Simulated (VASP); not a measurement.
Crystal: HfB2.

```
Hf B
1.0
     3.14000    0.00000    0.00000
    -1.57000    2.71932    0.00000
     0.00000    0.00000    3.48000
Hf B
1 2
Direct
  0.00000 0.00000 0.00000
  0.66667 0.33333 0.50000
  0.33333 0.66667 0.50000
```

* Program: VASP 6.6.1
* Task: relaxation of cell and atoms
* Functional: revPBE
* Dispersion: D4
* Potentials or basis: VASP PAW PBE potentials, release 64 (Hf_pv, B)
* Cutoff: 600 eV
* k mesh: 10 × 10 × 8
* Occupations: fermi-dirac, width 0.05 eV
* Spin: no spin polarisation

At the start: pressure -7.0 GPa; volume 9.90 Å³/atom.

**Question.** Where does the relaxation end?

**Answer.** Over 6 steps the energy falls by 6.9 meV/atom and the volume is 9.62 Å³/atom (-2.9 %); space group P6/mmm (No. 191, to 0.05 Å).

Step by step:
| step | energy change (eV) | largest force (eV/Å) | pressure (GPa) | volume (Å³) |
| --- | --- | --- | --- | --- |
| 1 | 0.0000 | 0.0000 | -6.98 | 29.71 |
| 2 | 0.0082 | 0.0000 | 9.72 | 27.90 |
| 3 | -0.0197 | 0.0000 | 0.14 | 28.87 |
| 4 | -0.0197 | 0.0000 | 0.32 | 28.85 |
| 5 | -0.0206 | 0.0000 | 0.14 | 28.85 |
| 6 | -0.0206 | 0.0000 | 0.15 | 28.85 |

Final structure:
```
CELL_PARAMETERS angstrom
3.11947 0.00000 0.00000
-1.55974 2.70154 0.00000
0.00000 0.00000 3.42347
ATOMIC_POSITIONS crystal
Hf 0.00000 0.00000 0.00000
B 0.66667 0.33333 0.50000
B 0.33333 0.66667 0.50000
```

Caveat: the PAW data sets were made with another functional, which shifts forces and pressure a little; pairwise dispersion overbinds metals, which lowers pressure and volume.
